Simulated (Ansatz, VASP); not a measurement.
## Two plane-wave programs on SnO2

Contents of INCAR:

```
PREC = Accurate
ENCUT = 520
EDIFF = 1E-6
ISMEAR = 0
SIGMA = 0.05
LREAL = F
LASPH = T
NELM = 60
ALGO = Normal
ISIF = 2
LWAVE = F
LCHARG = F
GGA = PE
NBANDS = 20
```

File KPOINTS:

```
regular mesh
0
Gamma
  12 12 12
```

POSCAR

```
SnO2
1.0
    1.6167660720      0.9334403269      4.9182553763
   -1.6167660720      0.9334403269      4.9182553763
    0.0000000000     -1.8668806537      4.9182553763
Sn O
1 2
Direct
    0.5098364945      0.4901635055      0.5000000000
    0.1983900727      0.2713752757      0.2348826742
    0.7286247243      0.8016099273      0.7651173258
```

Input for Ansatz:

```yaml
crystal:
  lattice:
    - [1.616766072, 0.9334403269, 4.9182553763]
    - [-1.616766072, 0.9334403269, 4.9182553763]
    - [0.0, -1.8668806537, 4.9182553763]
  atoms:
    - { symbol: Sn, position: [0.5098364945, 0.4901635055, 0.5] }
    - { symbol: O, position: [0.1983900727, 0.2713752757, 0.2348826742] }
    - { symbol: O, position: [0.7286247243, 0.8016099273, 0.7651173258] }
basis:
  ecutwfc: 520.0
kpoints:
  mp_grid: { grid: [12, 12, 12] }
hamiltonian:
  xc: pbe
  pseudopotentials: { kind: paw, azcp: { folder: soft_1 } }
scf:
  occupations: { method: gaussian, width: 0.05 }
output:
  forces: true
  stress: true
  eigenvalues: true
  write_density: true
  write_potential: true
  elf: true
  volumetric_format: npy
```

Change from the starting cell: mode 4 frozen in at -0.118 Å and mode 5 at +0.000 Å (largest displacements).

Alike in both runs: task single point; functional PBE; k mesh 12 × 12 × 12; occupations gaussian, width 0.05 eV; no spin polarisation.

|  | VASP | Ansatz |
| --- | --- | --- |
| version | VASP 6.6.1 | Ansatz 0.2.0 |
| potentials or method | VASP PAW PBE potentials, release 64 (Sn_d, O), cutoff 520 eV | scalar-relativistic, plane waves, PAW |
| valence electrons in the cell | 26 | 26 |

Ansatz gave:

```
gap on the k mesh at the Fermi level (eV)                     : 2.01
least direct gap on the mesh (eV)                             : 2.17
pressure (GPa)                                                : 2.2
traceless stress, the component that is largest in VASP (GPa) : 2.21
rms of the force components (eV/Å)                            : 0.886
```

Q: Which values does VASP return?

A: gap on the k mesh at the Fermi level (eV): 1.99; least direct gap on the mesh (eV): 2.15; pressure (GPa): 2.8; traceless stress, the component that is largest in VASP (GPa): 2.25; rms of the force components (eV/Å): 0.914.

Atom by atom the forces differ by 0.037 eV/Å (rms over components). The functional is the same, so the differences come from potentials, cutoffs and numerics.
